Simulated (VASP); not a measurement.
Here is a VASP 6.6.1 calculation.

Contents of POSCAR:

```
MgS
1.0
    0.0000000000      2.5493355000      2.5493355000
    2.5493355000      0.0000000000      2.5493355000
    2.5493355000      2.5493355000      0.0000000000
Mg S
1 1
Direct
    0.0000000000      0.0000000000      0.0000000000
    0.5000000000      0.5000000000      0.5000000000
```

The input INCAR.step1:

```
PREC = Accurate
ENCUT = 520
ISMEAR = -1
SIGMA = 0.02
LREAL = F
LASPH = T
NELM = 100
NBANDS = 11
GGA = PE
ALGO = Normal
EDIFF = 1E-4
LWAVE = T
LCHARG = F
```

The input INCAR.step2:

```
PREC = Accurate
ENCUT = 520
EDIFF = 1E-6
ISMEAR = -1
SIGMA = 0.02
LREAL = F
LASPH = T
NELM = 100
ALGO = Normal
ISIF = 2
LWAVE = F
LCHARG = F
METAGGA = R2SCAN
LMIXTAU = T
NBANDS = 11
ISTART = 1
```

Contents of KPOINTS:

```
Automatic mesh
0
Gamma
  10 10 10
```

Potentials or basis: VASP PAW PBE potentials, release 64 (Mg, S).

The run is started by

```bash
$ cat potpaw_PBE.64/Mg/POTCAR potpaw_PBE.64/S/POTCAR > POTCAR
$ cp INCAR.step1 INCAR
$ mpirun -np 1 vasp_std > vasp.out
$ cp INCAR.step2 INCAR
$ mpirun -np 1 vasp_std > vasp.out
```

Question: Predict the band gap on the k mesh.

Answer: 3.56 eV, indirect (least direct gap 5.15 eV).

Question: Predict the pressure.

Answer: 5.0 GPa.

Caveat: the PAW data sets were made with another functional, which shifts forces and pressure a little. r2SCAN opens gaps a little over a GGA but as a rule still falls short of measured ones.
